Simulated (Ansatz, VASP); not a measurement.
**One calculation of ZrS2, two programs**

```xyz
3
Lattice="3.6282 0.0000 0.0000 -1.8141 3.1421 0.0000 0.0000 0.0000 5.8857" Properties=species:S:1:pos:R:3 pbc="T T T"
Zr    0.0000    0.0000    0.0000
S     1.8141    1.0474    4.4328
S     0.0000    2.0947    1.4529
```

Alike in both runs: functional PBEsol; k mesh 9 × 9 × 6; occupations gaussian, width 0.02 eV; no spin polarisation.

Ansatz relaxed the structure, and its values are those at the end. VASP's run is a single point on that final structure, the one shown.

```csv
,VASP,Ansatz
version,VASP 6.6.1,Ansatz 0.2.0
potentials or method,"VASP PAW PBE potentials, release 64 (Zr_sv, S), cutoff 500 eV","scalar-relativistic, plane waves, PAW"
valence electrons in the cell,24,24
```

|  | VASP | Ansatz | Ansatz less VASP |
| --- | --- | --- | --- |
| gap on the k mesh at the Fermi level (eV) | 0.81 | 0.81 | -0.004 |
| least direct gap on the mesh (eV) | 1.55 | 1.54 | -0.008 |
| pressure (GPa) | 0.0 | 0.0 | -0.03 |
| rms of the force components (eV/Å) | 0.007 | 0.000 | -0.0071 |

VASP's potentials were made for PBE, not for PBEsol, and Ansatz warns of the same on its side.
